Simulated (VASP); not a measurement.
A run of VASP 6.6.1 is set up as follows.

The input INCAR:

```
SYSTEM = Ge
ALGO = Normal
EDIFF = 1E-6
ENCUT = 520
GGA = CA
ISIF = 2
ISMEAR = -1
LASPH = .True.
LCHARG = .True.
LELF = .True.
LREAL = .False.
LVHAR = .True.
LWAVE = .False.
NBANDS = 21
NELM = 80
PREC = Accurate
SIGMA = 0.05
```

Contents of KPOINTS:

```
k-points
0
Gamma
  6 6 6
  0 0 0
```

File POSCAR:

```
Ge
1.0
    0.0000000000      2.7513662564      2.7513662564
    2.7513662564      0.0000000000      2.7513662564
    2.7513662564      2.7513662564      0.0000000000
Ge
2
Direct
    0.0000000000      0.0000000000      0.0000000000
    0.2500000000      0.2500000000      0.2500000000
```

Potentials or basis: VASP PAW LDA potentials, release 64 (Ge_d).

Command:

```bash
$ cat potpaw_LDA.64/Ge_d/POTCAR > POTCAR
$ mpirun -np 1 vasp_std > vasp.out
```

Problem. Predict the pressure.

Solution. 5.6 GPa.

Problem. What does it give for the band gap on the k mesh?

Solution. 0.33 eV, indirect (least direct gap 0.64 eV).

A k mesh can miss the band edges.
